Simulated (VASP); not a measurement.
# Br (I4_1/amd) in VASP: a series of runs, part 2 of 2

VASP 6.6.1. Earlier steps stand in the parts before.

## (4) Relaxation of cell and atoms, PBE

This run uses another cell than the first one, of 27.81 Å³/atom.

Input file INCAR:

```
SYSTEM = Br
PREC     = Accurate       ! precision mode
ENCUT    = 600            ! plane-wave cutoff, eV
EDIFF    = 1E-6           ! SCF threshold, eV
ISMEAR   = -1             ! smearing method
SIGMA    = 0.1            ! smearing width, eV
LREAL    = .FALSE.        ! projectors in reciprocal space
LASPH    = .TRUE.         ! aspherical terms in the spheres
NELM     = 60             ! most SCF steps
ALGO     = Normal         ! electronic algorithm
ISIF     = 3              ! what is computed and relaxed
LWAVE    = .FALSE.        ! write WAVECAR
LCHARG   = .FALSE.        ! write CHGCAR
GGA      = PE             ! functional
IBRION   = 2              ! ionic algorithm
NSW      = 60             ! ionic steps
EDIFFG   = -0.005         ! ionic threshold
```

Input file KPOINTS:

```
Automatic mesh
0
G
  13 13 13
  0 0 0
```

Input file POSCAR:

```
Br
1.0
   -2.9349639277      2.9349639277      1.6142301602
    2.9349639277     -2.9349639277      1.6142301602
    2.9349639277      2.9349639277     -1.6142301602
Br
2
Direct
   -0.3750000000     -0.1250000000     -0.2500000000
    0.3750000000      0.1250000000      0.2500000000
```

Potentials or basis: VASP PAW PBE potentials, release 64 (Br).

The run is started by

```sh
$ cat potpaw_PBE.64/Br/POTCAR > POTCAR
$ mpirun -np 1 vasp_std > vasp.out
```

OUTCAR:

```text
SYSTEM = Br
   PREC = Accurate
   ENCUT = 600
   EDIFF = 1E-6
   ISMEAR = -1
   LREAL = .FALSE.
   LASPH = .TRUE.
   NELM = 60
   ISIF = 3
   GGA = PE
   IBRION = 2
   NSW = 60
   EDIFFG = -0.005

 ion  position               nearest neighbor table
   1  0.625  0.875  0.750-
   2  0.375  0.125  0.250-

  LATTYP: Found a body centered tetragonal cell.
 ALAT       =     5.8699278554
 C/A-ratio  =     0.5500000000

  Lattice vectors:

 A1 = (  -2.9349639277,   2.9349639277,   1.6142301602)
 A2 = (   2.9349639277,  -2.9349639277,   1.6142301602)
 A3 = (   2.9349639277,   2.9349639277,  -1.6142301602)

Analysis of symmetry for initial positions (statically):
=====================================================================
 Subroutine PRICEL returns:
 Original cell was already a primitive cell.

 Routine SETGRP: Setting up the symmetry group for a
 body centered tetragonal supercell.

 Subroutine GETGRP returns: Found 16 space group operations
 (whereof  4 operations were pure point group operations)
 out of a pool of 16 trial point group operations.

The static configuration has the point symmetry C_2h.
 The point group associated with its full space group is D_4h.

Analysis of symmetry for dynamics (positions and initial velocities):
=====================================================================
 Subroutine PRICEL returns:
 Original cell was already a primitive cell.

 Routine SETGRP: Setting up the symmetry group for a
 body centered tetragonal supercell.

 Subroutine GETGRP returns: Found 16 space group operations
 (whereof  4 operations were pure point group operations)
 out of a pool of 16 trial point group operations.

The dynamic configuration has the point symmetry C_2h.
 The point group associated with its full space group is D_4h.

 Subroutine INISYM returns: Found 16 space group operations
 (whereof  4 operations are pure point group operations),
 and found     1 'primitive' translations

----------------------------------------------------------------------------------------

                                     Primitive cell

  volume of cell :      55.6200

  direct lattice vectors                    reciprocal lattice vectors
    -2.934963928  2.934963928  1.614230160     0.000000000  0.170359845  0.309745173
     2.934963928 -2.934963928  1.614230160     0.170359845  0.000000000  0.309745173
     2.934963928  2.934963928 -1.614230160     0.170359845  0.170359845  0.000000000

  length of vectors
     4.453511595  4.453511595  4.453511595     0.353503252  0.353503252  0.240925203

  position of ions in fractional coordinates (direct lattice)
     0.625000000  0.875000000  0.750000000
     0.375000000  0.125000000  0.250000000

  ion indices of the primitive-cell ions
   primitive index   ion index
                 1           1
                 2           2

----------------------------------------------------------------------------------------

 KPOINTS: Automatic mesh

Automatic generation of k-mesh.
 Grid dimensions read from file:
 generate k-points for:   13   13   13

 Generating k-lattice:

  Cartesian coordinates                     Fractional coordinates (reciprocal lattice)
     0.000000000  0.013104603  0.023826552     0.076923077  0.000000000  0.000000000
     0.013104603  0.000000000  0.023826552     0.000000000  0.076923077  0.000000000
[... 61 lines left out ...]
   NSW    =     60    number of steps for IOM
   IBRION =      2    ionic relax: 0-MD 1-quasi-New 2-CG
   NFREE  =      1    steps in history (QN), initial steepest desc. (CG)
   ISIF   =      3    stress and relaxation
   ISYM   =      2    0-nonsym 1-usesym 2-fastsym
   POTIM  = 0.5000    time-step for ionic-motion
   TEBEG  =    0.0;   TEEND  =   0.0 temperature during run
   PSTRESS=    0.0 pullay stress
   NELECT =      14.0000    total number of electrons
   NUPDOWN=      -1.0000    fix difference up-down
   EMIN   =  10.00;   EMAX   =-10.00  energy-range for DOS
   EFERMI =   0.00;   METHOD = LEGACY
   ISMEAR =    -1;   SIGMA  =   0.10  broadening in eV -4-tet -1-fermi 0-gaus
   EFERMI_NEDOS =   21; number of points for ismear=-14 and -15
   IALGO  =     38    algorithm
   IMIX   =      4    mixing-type and parameters
     AMIX     =   0.40;   BMIX     =  1.00
     AMIX_MAG =   1.60;   BMIX_MAG =  1.00
  volume/ion in A,a.u.               =      27.81       187.67
  Fermi-wavevector in a.u.,A,eV,Ry     =   1.033651  1.953317 14.536927  1.068434
  Thomas-Fermi vector in A             =   2.167908
   LORBIT       =      0    0 simple, 1 ext, 2 COOP (PROOUT), +10 PAW based schemes
   GGA     = PE    functional components
   LHFCALC =     F    Hartree Fock is set to
   AEXX    =    0.0000 exact exchange contribution
   IVDW    =     0    specifies the selected vdW correction
   LEPSILON=     F    determine dielectric tensor
   LRPA    =     F    only Hartree local field effects (RPA)
 conjugate gradient relaxation of ions
 non-spin polarized calculation
  energy-cutoff  :      600.00
  volume of cell :       55.62
 maximum number of plane-waves:      1894
   NGX = 17   NGY = 17   NGZ = 17

--------------------------------------- Ionic step        1  -------------------------------------------

 number of electron      14.0000003 magnetization

 Free energy of the ion-electron system (eV)
  ---------------------------------------------------
  ext. energy  EPLUGINS =         0.00000000
  ---------------------------------------------------
  free energy    TOTEN  =        -2.16349190 eV

  energy without entropy =       -2.04040680  energy(sigma->0) =       -2.10194935

------------------------ aborting loop because EDIFF is reached ----------------------------------------

  FORCE on cell =-STRESS in cart. coord.  units (eV):
  Direction    XX          YY          ZZ          XY          YZ          ZX
  --------------------------------------------------------------------------------------
  -------------------------------------------------------------------------------------
  Total        0.5837777      0.5837777      1.2121341      0.0000000     -0.0000000      0.0000000
  in kB       16.8161692     16.8161692     34.9164661      0.0000000     -0.0000000      0.0000000
  external PRESSURE =      22.8496015 kB  Pullay stress =       0.0000000 kB
[... 89 lines left out ...]
  FREE ENERGIE OF THE ION-ELECTRON SYSTEM (eV)
  ---------------------------------------------------
  free  energy   TOTEN  =        -2.2076598933 eV

  energy  without entropy=       -2.0718873771  energy(sigma->0) =       -2.13977364

 E-fermi :  -0.3509     XC(G=0):  -7.9609

 val. band max:       -0.3540514027   @ k =  -0.3846   0.4615   0.0769
 cond. band min:      -0.3487277136   @ k =  -0.0769   0.0769   0.0769
 fundamental gap:      0.0053236891
 Fermi energy:        -0.3509222080

 k-point     1 :       0.0000    0.0000    0.0000
  band No.  band energies     occupation
      1     -15.0938      2.00000
      2     -13.4330      2.00000
      3      -3.2677      2.00000
      4      -3.2677      2.00000
      5      -1.0180      1.99747
      6      -0.9534      1.99518
      7      -0.1583      0.25424
      8      -0.1583      0.25424
      9       5.8480      0.00000
     10       6.2628      0.00000
     11       9.3711      0.00000
[... 310 lines left out ...]
  band No.  band energies     occupation
      1     -14.4632      2.00000
      2     -13.8635      2.00000
      3      -3.5919      2.00000
      4      -3.0349      2.00000
      5      -2.5656      2.00000
      6      -1.5048      1.99998
      7      -0.8983      1.99165
      8      -0.2022      0.36862
      9       7.5621      0.00000
     10       8.0530      0.00000
     11       9.1970      0.00000

 [... further k-points ...]

[... ionic steps 4 to 10 ...]

--------------------------------------- Ionic step       11  -------------------------------------------

 number of electron      14.0000000 magnetization

------------------------ aborting loop because EDIFF is reached ----------------------------------------
[... 67 lines left out ...]
--------------------------------------- Ionic step       13  -------------------------------------------

 number of electron      14.0000000 magnetization

 Free energy of the ion-electron system (eV)
  ---------------------------------------------------
  ext. energy  EPLUGINS =         0.00000000
  ---------------------------------------------------
  free energy    TOTEN  =        -2.35880784 eV

  energy without entropy =       -2.24704598  energy(sigma->0) =       -2.30292691

 E-fermi :   0.5040     XC(G=0):  -8.2958

 val. band max:        0.5035067662   @ k =  -0.3846  -0.4615   0.1538
 cond. band min:       0.5065115884   @ k =  -0.1538  -0.1538   0.0769
 fundamental gap:      0.0030048222
 Fermi energy:         0.5040360697

 k-point     1 :       0.0000    0.0000    0.0000
  band No.  band energies     occupation
      1     -14.8458      2.00000
      2     -12.6358      2.00000
      3      -2.9224      2.00000
      4      -2.9224      2.00000
      5      -0.6033      1.99997
      6      -0.4928      1.99991
      7       0.6749      0.30665
      8       0.6749      0.30665
      9       6.5881      0.00000
     10       6.7788      0.00000
     11       9.9497      0.00000
[... 351 lines left out ...]
  FREE ENERGIE OF THE ION-ELECTRON SYSTEM (eV)
  ---------------------------------------------------
  free  energy   TOTEN  =        -2.3588078367 eV

  energy  without entropy=       -2.2470459757  energy(sigma->0) =       -2.30292691

 reached required accuracy - stopping structural energy minimisation
```

Wall time 5.5 min (1 thread of Intel Xeon 6975P-C (Granite Rapids), shared host); peak memory 0.31 GiB.

What came out:

| Item | Value |
| --- | --- |
| Free energy | -2.3588 eV |
| Relaxed volume | 31.69 Å³/atom |
| Relaxed cell | a = 4.478 Å, b = 4.478 Å, c = 4.478 Å, α = 100.94°, β = 100.94°, γ = 128.36° |
| Space group after relaxing (to 0.1 Å) | I4_1/amd (No. 141) |
| Energy gained by relaxing | 97.7 meV/atom |
| Ionic steps | 13 |
| Pressure after relaxing | 0.0 GPa |
| Band gap on the k mesh | zero (bands 7 and 8 overlap by 1.40 eV) |

The path:
```tsv
step	energy change (eV)	largest force (eV/Å)	pressure (GPa)	volume (Å³)
1	0.0000	0.0000	2.28	55.62
2	-0.0366	0.0000	0.52	58.87
3	-0.0442	0.0000	-1.12	63.29
4	-0.0715	0.0000	-1.50	64.71
5	-0.1265	0.0000	-2.09	68.76
6	-0.1853	0.0000	-0.98	65.84
7	-0.1944	0.0000	-0.26	64.45
8	-0.1945	0.0000	-0.10	64.26
9	-0.1945	0.0000	-0.22	64.35
10	-0.1949	0.0000	-0.15	64.10
11	-0.1953	0.0000	-0.06	63.59
12	-0.1953	0.0000	-0.04	63.46
13	-0.1953	0.0000	0.02	63.39
```

Final structure:
```xyz
2
Lattice="-2.8504 2.8504 1.9505 2.8504 -2.8504 1.9505 2.8504 2.8504 -1.9505" Properties=species:S:1:pos:R:3 pbc="T T T"
Br    2.8504    1.4252    1.4629
Br    0.0000    1.4252    0.4876
```

Levels at points of the mesh, in eV from the Fermi level:
| k point | band 3 | band 4 | band 5 | band 6 | band 7 | band 8 | band 9 | band 10 | band 11 |
| --- | --- | --- | --- | --- | --- | --- | --- | --- | --- |
| (0.00, 0.00, 0.00) | -3.43 | -3.43 | -1.11 | -1.00 | 0.17 | 0.17 | 6.08 | 6.27 | 9.45 |

## (5) Summary

```tsv
task	cell	gap on the mesh (eV)	pressure (GPa)
relaxation of shape and atoms at fixed volume	relaxed from a = 3.938 Å, angles 100.9, 100.9, 128.4°, 2 atoms	none	20.2
relaxation of shape and atoms at fixed volume	relaxed from a = 4.122 Å, angles 100.9, 100.9, 128.4°, 2 atoms	none	9.0
relaxation of cell and atoms	relaxed from a = 4.454 Å, angles 97.5, 97.5, 137.5°, 2 atoms	none	0.0
```

Alike in all rows: level PBE; potentials or basis VASP PAW PBE potentials, release 64 (Br); no spin polarisation; k mesh 13 × 13 × 13; cutoff (eV) 600; smearing fermi-dirac 0.1 eV.

Total energies depend on the potentials used, so only differences within one code and one set of settings carry meaning.
